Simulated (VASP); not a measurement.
# PbO2 (Fm-3m) in VASP: notebook

The runs below take PbO2 through single point, relaxation of cell and atoms, with RPBE, LDA, PBE.

Program: VASP 6.6.1. These are calculated values, not measurements. Logs are shortened: lines on timing, memory, paths and dates and some standing lists are left out, and cuts for length are marked.

## 1. The cell of the first run

Symmetry: Fm-3m, No. 225, cubic system. Conventional cell: a = 5.464 Å, b = 5.464 Å, c = 5.464 Å, α = 90.00°, β = 90.00°, γ = 90.00°. Within 3.1 Å of Pb (site symmetry m-3m) lie 8 O at 2.37 Å. O (site symmetry -43m) has 4 Pb at 2.37 Å and 6 O at 2.73 Å within 3.1 Å.

## 2. Single point, RPBE

INCAR reads:

```
SYSTEM = PbO2
ALGO = Normal ; EDIFF = 1E-7
ENCUT = 520 ; GGA = RP
ISIF = 2 ; ISMEAR = -1
LASPH = .True. ; LCHARG = .False.
LREAL = .False. ; LWAVE = .False.
NBANDS = 20 ; NELM = 80
PREC = Accurate ; SIGMA = 0.05
```

KPOINTS reads:

```
k-points
0
Gamma
  9 9 9
  0 0 0
```

POSCAR reads:

```
PbO2
1.0
    0.0000000000      2.7318267590      2.7318267590
    2.7318267590      0.0000000000      2.7318267590
    2.7318267590      2.7318267590      0.0000000000
Pb O
1 2
Direct
    0.0000000000      0.0000000000      0.0000000000
    0.7500000000      0.7500000000      0.7500000000
    0.2500000000      0.2500000000      0.2500000000
```

Potentials or basis: VASP PAW PBE potentials, release 64 (Pb_d, O).

The run is started by

```console
cat potpaw_PBE.64/Pb_d/POTCAR potpaw_PBE.64/O/POTCAR > POTCAR
mpirun -np 1 vasp_std > vasp.out
```

OUTCAR:

```text
SYSTEM = PbO2
   EDIFF = 1E-7
   ENCUT = 520
   GGA = RP
   ISIF = 2
   ISMEAR = -1
   LASPH = .True.
   LREAL = .False.
   NELM = 80
   PREC = Accurate

 ion  position               nearest neighbor table
   1  0.000  0.000  0.000-   2 2.37   2 2.37   2 2.37   3 2.37   3 2.37   3 2.37   3 2.37   2 2.37

   2  0.750  0.750  0.750-   1 2.37   1 2.37   1 2.37   1 2.37
   3  0.250  0.250  0.250-   1 2.37   1 2.37   1 2.37   1 2.37

  LATTYP: Found a face centered cubic cell.
 ALAT       =     5.4636535180

  Lattice vectors:

 A1 = (   0.0000000000,   2.7318267590,   2.7318267590)
 A2 = (   2.7318267590,   0.0000000000,   2.7318267590)
 A3 = (   2.7318267590,   2.7318267590,   0.0000000000)

Analysis of symmetry for initial positions (statically):
=====================================================================
 Subroutine PRICEL returns:
 Original cell was already a primitive cell.

 Routine SETGRP: Setting up the symmetry group for a
 face centered cubic supercell.

 Subroutine GETGRP returns: Found 48 space group operations
 (whereof 48 operations were pure point group operations)
 out of a pool of 48 trial point group operations.

The static configuration has the point symmetry O_h .

Analysis of symmetry for dynamics (positions and initial velocities):
=====================================================================
 Subroutine PRICEL returns:
 Original cell was already a primitive cell.

 Routine SETGRP: Setting up the symmetry group for a
 face centered cubic supercell.

 Subroutine GETGRP returns: Found 48 space group operations
 (whereof 48 operations were pure point group operations)
 out of a pool of 48 trial point group operations.

The dynamic configuration has the point symmetry O_h .

 Subroutine INISYM returns: Found 48 space group operations
 (whereof 48 operations are pure point group operations),
 and found     1 'primitive' translations

----------------------------------------------------------------------------------------

                                     Primitive cell

  volume of cell :      40.7746

  direct lattice vectors                    reciprocal lattice vectors
     0.000000000  2.731826759  2.731826759    -0.183027712  0.183027712  0.183027712
     2.731826759  0.000000000  2.731826759     0.183027712 -0.183027712  0.183027712
     2.731826759  2.731826759  0.000000000     0.183027712  0.183027712 -0.183027712

  length of vectors
     3.863386453  3.863386453  3.863386453     0.317013296  0.317013296  0.317013296

  position of ions in fractional coordinates (direct lattice)
     0.000000000  0.000000000  0.000000000
     0.750000000  0.750000000  0.750000000
     0.250000000  0.250000000  0.250000000

  ion indices of the primitive-cell ions
   primitive index   ion index
                 1           1
                 2           2
                 3           3

----------------------------------------------------------------------------------------

 KPOINTS: k-points

Automatic generation of k-mesh.
 Grid dimensions read from file:
 generate k-points for:    9    9    9

 Generating k-lattice:

  Cartesian coordinates                     Fractional coordinates (reciprocal lattice)
    -0.020336412  0.020336412  0.020336412     0.111111111  0.000000000  0.000000000
     0.020336412 -0.020336412  0.020336412     0.000000000  0.111111111  0.000000000
     0.020336412  0.020336412 -0.020336412     0.000000000  0.000000000  0.111111111

  Length of vectors
     0.035223700  0.035223700  0.035223700

  Shift w.r.t. Gamma in fractional coordinates (k-lattice)
     0.000000000  0.000000000  0.000000000

 Subroutine IBZKPT returns following result:
 ===========================================

 Found     35 irreducible k-points:

 Following reciprocal coordinates:
            Coordinates               Weight
  0.000000  0.000000  0.000000      1.000000
  0.111111  0.000000  0.000000      8.000000
  0.222222  0.000000  0.000000      8.000000
  0.333333  0.000000  0.000000      8.000000
  0.444444  0.000000  0.000000      8.000000
  0.111111  0.111111  0.000000      6.000000
[... 16 lines left out ...]
 -0.333333  0.333333  0.000000     12.000000
  0.444444  0.444444  0.000000      6.000000
 [... further k-points ...]
   k-points           NKPTS =     35   k-points in BZ     NKDIM =     35   number of bands    NBANDS=     20
   number of dos      NEDOS =    301   number of ions     NIONS =      3
   total plane-waves  NPLWV =  27000
   dimension x,y,z NGX =    30 NGY =   30 NGZ =   30
   dimension x,y,z NGXF=    60 NGYF=   60 NGZF=   60
   ions per type =               1   2
   NGX,Y,Z   is equivalent  to a cutoff of  12.91, 12.91, 12.91 a.u.
   NGXF,Y,Z  is equivalent  to a cutoff of  25.82, 25.82, 25.82 a.u.
 SYSTEM =  PbO2
   PREC   = accura    normal or accurate (medium, high low for compatibility)
   ISTART =      0    job   : 0-new  1-cont  2-samecut
   ICHARG =      2    charge: 1-file 2-atom 10-const
   ISPIN  =      1    spin polarized calculation?
   LNONCOLLINEAR =      F non collinear calculations
   LSORBIT =      F    spin-orbit coupling
   LASPH  =      T    aspherical Exc in radial PAW
   ENCUT  =  520.0 eV  38.22 Ry    6.18 a.u.   7.18  7.18  7.18*2*pi/ulx,y,z
   NELM   =     80;   NELMIN=  2; NELMDL= -5     # of ELM steps
   EDIFF  = 0.1E-06   stopping-criterion for ELM
   LREAL  =      F    real-space projection
   EDIFFG = 0.1E-05   stopping-criterion for IOM
   NSW    =      0    number of steps for IOM
   IBRION =     -1    ionic relax: 0-MD 1-quasi-New 2-CG
   NFREE  =      0    steps in history (QN), initial steepest desc. (CG)
   ISIF   =      2    stress and relaxation
   ISYM   =      2    0-nonsym 1-usesym 2-fastsym
   POTIM  = 0.5000    time-step for ionic-motion
   TEBEG  =    0.0;   TEEND  =   0.0 temperature during run
   PSTRESS=    0.0 pullay stress
   NELECT =      26.0000    total number of electrons
   NUPDOWN=      -1.0000    fix difference up-down
   EMIN   =  10.00;   EMAX   =-10.00  energy-range for DOS
   EFERMI =   0.00;   METHOD = LEGACY
   ISMEAR =    -1;   SIGMA  =   0.05  broadening in eV -4-tet -1-fermi 0-gaus
   EFERMI_NEDOS =   21; number of points for ismear=-14 and -15
   IALGO  =     38    algorithm
   IMIX   =      4    mixing-type and parameters
     AMIX     =   0.40;   BMIX     =  1.00
     AMIX_MAG =   1.60;   BMIX_MAG =  1.00
  volume/ion in A,a.u.               =      13.59        91.72
  Fermi-wavevector in a.u.,A,eV,Ry     =   1.409082  2.662778 27.014514  1.985511
  Thomas-Fermi vector in A             =   2.531174
   LORBIT       =      0    0 simple, 1 ext, 2 COOP (PROOUT), +10 PAW based schemes
   GGA     = RP    functional components
   LHFCALC =     F    Hartree Fock is set to
   AEXX    =    0.0000 exact exchange contribution
   IVDW    =     0    specifies the selected vdW correction
   LEPSILON=     F    determine dielectric tensor
   LRPA    =     F    only Hartree local field effects (RPA)
 non-spin polarized calculation
  energy-cutoff  :      520.00
  volume of cell :       40.77
 maximum number of plane-waves:      1113
 NGX is ok and might be reduce to    30
   NGX = 15   NGY = 15   NGZ = 15

 number of electron      25.9999991 magnetization

 Free energy of the ion-electron system (eV)
  ---------------------------------------------------
  ext. energy  EPLUGINS =         0.00000000
  ---------------------------------------------------
  free energy    TOTEN  =       -14.41613691 eV

  energy without entropy =      -14.41005773  energy(sigma->0) =      -14.41309732

 E-fermi :   5.3670     XC(G=0): -10.7118

 val. band max:        5.3146941358   @ k =  -0.3333   0.4444   0.2222
 cond. band min:       5.7895064154   @ k =  -0.1111   0.1111   0.0000
 fundamental gap:      0.4748122796
 Fermi energy:         5.3670028478

 k-point     1 :       0.0000    0.0000    0.0000
  band No.  band energies     occupation
      1     -12.9470      2.00000
      2     -10.3860      2.00000
      3     -10.3393      2.00000
      4     -10.3393      2.00000
      5     -10.3393      2.00000
      6     -10.1510      2.00000
[... 12 lines left out ...]
     19      20.8768      0.00000
     20      20.8768      0.00000

 k-point     2 :       0.1111    0.0000    0.0000
  band No.  band energies     occupation
      1     -12.8564      2.00000
      2     -10.9207      2.00000
      3     -10.3268      2.00000
      4     -10.3268      2.00000
      5     -10.1517      2.00000
      6     -10.1517      2.00000
[... 12 lines left out ...]
     19      20.7725      0.00000
     20      20.7725      0.00000

 k-point     3 :       0.2222    0.0000    0.0000
  band No.  band energies     occupation
      1     -12.6285      2.00000
      2     -11.3550      2.00000
      3     -10.3006      2.00000
      4     -10.3006      2.00000
      5     -10.1470      2.00000
      6     -10.1470      2.00000
[... 12 lines left out ...]
     19      20.5899      0.00000
     20      20.5899      0.00000

 k-point     4 :       0.3333    0.0000    0.0000
  band No.  band energies     occupation
      1     -12.4311      2.00000
      2     -11.5280      2.00000
      3     -10.2843      2.00000
      4     -10.2843      2.00000
      5     -10.1273      2.00000
      6     -10.1273      2.00000
[... 12 lines left out ...]
     19      20.4752      0.00000
     20      20.4752      0.00000

 k-point     5 :       0.4444    0.0000    0.0000
  band No.  band energies     occupation
      1     -12.4029      2.00000
      2     -11.4453      2.00000
      3     -10.2815      2.00000
      4     -10.2815      2.00000
      5     -10.1061      2.00000
      6     -10.1060      2.00000
[... 12 lines left out ...]
     19      20.4355      0.00000
     20      20.4355      0.00000
[... 353 lines left out ...]
      6     -10.0581      2.00000
[... 12 lines left out ...]
     19      21.5416      0.00000
     20      22.6661      0.00000

 k-point    22 :      -0.4444    0.3333    0.0000
  band No.  band energies     occupation
      1     -12.1740      2.00000
      2     -11.8588      2.00000
      3     -10.2232      2.00000
      4     -10.1589      2.00000
      5     -10.1103      2.00000
      6      -9.7676      2.00000
[... 12 lines left out ...]
     19      21.6936      0.00000
     20      22.4483      0.00000

 k-point    23 :      -0.3333    0.3333    0.0000
  band No.  band energies     occupation
      1     -12.1408      2.00000
      2     -11.9207      2.00000
      3     -10.2020      2.00000
      4     -10.1711      2.00000
      5     -10.1387      2.00000
      6      -9.4267      2.00000
[... 12 lines left out ...]
     19      20.9669      0.00000
     20      22.9515      0.00000

 k-point    24 :       0.4444    0.4444    0.0000
  band No.  band energies     occupation
      1     -12.2300      2.00000
      2     -11.7260      2.00000
      3     -10.2478      2.00000
      4     -10.1292      2.00000
      5     -10.1292      2.00000
      6     -10.0966      2.00000
[... 12 lines left out ...]
     19      21.5583      0.00000
     20      22.0759      0.00000

 [... further k-points ...]

------------------------ aborting loop because EDIFF is reached ----------------------------------------

  FORCE on cell =-STRESS in cart. coord.  units (eV):
  Direction    XX          YY          ZZ          XY          YZ          ZX
  --------------------------------------------------------------------------------------
  -------------------------------------------------------------------------------------
  Total        0.0366449      0.0366449      0.0366449      0.0000000      0.0000000     -0.0000000
  in kB        1.4399095      1.4399095      1.4399095      0.0000000      0.0000000     -0.0000000
  external PRESSURE =       1.4399095 kB  Pullay stress =       0.0000000 kB

 VOLUME and BASIS-vectors are now :
 -----------------------------------------------------------------------------
  energy-cutoff  :      520.00
  volume of cell :       40.77
      direct lattice vectors                 reciprocal lattice vectors
     0.000000000  2.731826759  2.731826759    -0.183027712  0.183027712  0.183027712
     2.731826759  0.000000000  2.731826759     0.183027712 -0.183027712  0.183027712
     2.731826759  2.731826759  0.000000000     0.183027712  0.183027712 -0.183027712

 POSITION                                       TOTAL-FORCE (eV/Angst)
 -----------------------------------------------------------------------------------
      0.00000      0.00000      0.00000        -0.000000     -0.000000     -0.000000
      4.09774      4.09774      4.09774        -0.000000     -0.000000     -0.000000
      1.36591      1.36591      1.36591         0.000000      0.000000      0.000000
 -----------------------------------------------------------------------------------
    total drift:                                0.000000     -0.000000      0.000000

  FREE ENERGIE OF THE ION-ELECTRON SYSTEM (eV)
  ---------------------------------------------------
  free  energy   TOTEN  =       -14.4161369139 eV

  energy  without entropy=      -14.4100577333  energy(sigma->0) =      -14.41309732
```

Run time: 55 s. Hardware: 1 thread of Intel Xeon 8259CL, shared host; peak memory 0.18 GiB.

What came out:

```yaml
Free_energy: -14.4161 eV
Pressure: 0.1 GPa
Band_gap_on_the_k_mesh: zero (bands 13 and 14 overlap by 1.08 eV)
```

Caveat: the PAW data sets were made with another functional, which shifts forces and pressure a little; spin-orbit coupling is left out, which moves the levels of the heavy elements.

## 3. Relaxation of cell and atoms, LDA

This run uses another cell than the first one, of 13.15 Å³/atom.

INCAR reads:

```
SYSTEM = PbO2
PREC = Accurate
ENCUT = 600
EDIFF = 1E-6
ISMEAR = -1
SIGMA = 0.05
LREAL = .FALSE.
LASPH = .TRUE.
NELM = 100
ALGO = Normal
ISIF = 3
LWAVE = .FALSE.
LCHARG = .FALSE.
IBRION = 2
NSW = 60
EDIFFG = -0.01
```

KPOINTS reads:

```
regular mesh
0
G
  9 9 9
  0 0 0
```

POSCAR reads:

```
PbO2
1.0
    0.0000000000      2.7019920000      2.7019920000
    2.7019920000      0.0000000000      2.7019920000
    2.7019920000      2.7019920000      0.0000000000
Pb O
1 2
Direct
    0.0000000000      0.0000000000      0.0000000000
    0.7500000000      0.7500000000      0.7500000000
    0.2500000000      0.2500000000      0.2500000000
```

Potentials or basis: VASP PAW LDA potentials, release 64 (Pb_d, O).

The run is started by

```console
cat potpaw_LDA.64/Pb_d/POTCAR potpaw_LDA.64/O/POTCAR > POTCAR
mpirun -np 1 vasp_std > vasp.out
```

Wall time 66 s (1 thread of Intel Xeon 8259CL, shared host); peak memory 0.17 GiB.

It converged, with:

| Quantity | Value |
| --- | --- |
| Free energy | -18.1535 eV |
| Relaxed volume | 12.27 Å³/atom |
| Relaxed cell | a = 3.734 Å, b = 3.734 Å, c = 3.734 Å, α = 60.00°, β = 60.00°, γ = 60.00° |
| Space group after relaxing (to 0.1 Å) | Fm-3m (No. 225) |
| Energy gained by relaxing | 29.1 meV/atom |
| Ionic steps | 3 |
| Pressure after relaxing | -0.1 GPa |
| Band gap on the k mesh | zero (bands 13 and 14 overlap by 1.32 eV) |

The path:
```
step  energy change (eV)  largest force (eV/Å)  pressure (GPa)  volume (Å³)
   1              0.0000                0.0000           -9.94        39.45
   2             -0.0348                0.0000            9.62        34.97
   3             -0.0873                0.0000           -0.05        36.82
```

Final structure:
```
Pb O
1.0
     0.00000    2.64061    2.64061
     2.64061    0.00000    2.64061
     2.64061    2.64061    0.00000
Pb O
1 2
Cartesian
  0.0000 0.0000 0.0000
  3.9609 3.9609 3.9609
  1.3203 1.3203 1.3203
```

Levels at points of the mesh, in eV from the Fermi level:
```tsv
k point	band 10	band 11	band 12	band 13	band 14	band 15	band 16	band 17
(0.00, 0.00, 0.00)	-2.10	-2.10	-1.37	-1.37	-1.37	6.94	6.94	6.94
```

Caveat: spin-orbit coupling is left out, which moves the levels of the heavy elements.

## 4. Relaxation of cell and atoms, RPBE

This run uses another cell than the first one, of 13.15 Å³/atom.

INCAR reads:

```
SYSTEM = PbO2
ALGO = Normal ; EDIFF = 1E-7
EDIFFG = -0.01 ; ENCUT = 600
GGA = RP ; IBRION = 2
ISIF = 3 ; ISMEAR = -1
LASPH = .TRUE. ; LCHARG = .FALSE.
LREAL = .FALSE. ; LWAVE = .FALSE.
NELM = 80 ; NSW = 60
PREC = Accurate ; SIGMA = 0.05
```

KPOINTS reads:

```
k-points
0
G
  9 9 9
  0 0 0
```

POSCAR is that of step 3.

Potentials or basis: VASP PAW PBE potentials, release 64 (Pb_d, O).

The run is started by

```console
cat potpaw_PBE.64/Pb_d/POTCAR potpaw_PBE.64/O/POTCAR > POTCAR
mpirun -np 1 vasp_std > vasp.out
```

It took 97 s on 1 thread of Intel Xeon 8259CL, shared host; peak memory 0.19 GiB.

It converged, with:

| Property | Result |
| --- | --- |
| Free energy | -14.4183 eV |
| Relaxed volume | 13.60 Å³/atom |
| Relaxed cell | a = 3.864 Å, b = 3.864 Å, c = 3.864 Å, α = 60.00°, β = 60.00°, γ = 60.00° |
| Space group after relaxing (to 0.1 Å) | Fm-3m (No. 225) |
| Energy gained by relaxing | 5.8 meV/atom |
| Ionic steps | 3 |
| Pressure after relaxing | 0.0 GPa |
| Band gap on the k mesh | zero (bands 13 and 14 overlap by 1.08 eV) |

Step by step:
```tsv
step	energy change (eV)	largest force (eV/Å)	pressure (GPa)	volume (Å³)
1	0.0000	0.0000	4.29	39.45
2	-0.0128	0.0000	-1.96	41.50
3	-0.0173	0.0000	0.00	40.79
```

Final structure:
```yaml
crystal:
  lattice:
    - [0.00000, 2.73209, 2.73209]
    - [2.73209, 0.00000, 2.73209]
    - [2.73209, 2.73209, 0.00000]
  atoms:
    - { symbol: Pb, position: [0.00000, 0.00000, 0.00000] }
    - { symbol: O, position: [0.75000, 0.75000, 0.75000] }
    - { symbol: O, position: [0.25000, 0.25000, 0.25000] }
```

Levels at points of the mesh, in eV from the Fermi level:
| k point | band 10 | band 11 | band 12 | band 13 | band 14 | band 15 | band 16 | band 17 |
| --- | --- | --- | --- | --- | --- | --- | --- | --- |
| (0.00, 0.00, 0.00) | -1.90 | -1.90 | -1.13 | -1.13 | -1.13 | 7.01 | 7.01 | 7.01 |

Caveat: the PAW data sets were made with another functional, which shifts forces and pressure a little; spin-orbit coupling is left out, which moves the levels of the heavy elements.

(Continued in part 2 of 2.)

The gap in the log of VASP goes by the Fermi energy; the results here count the filled bands.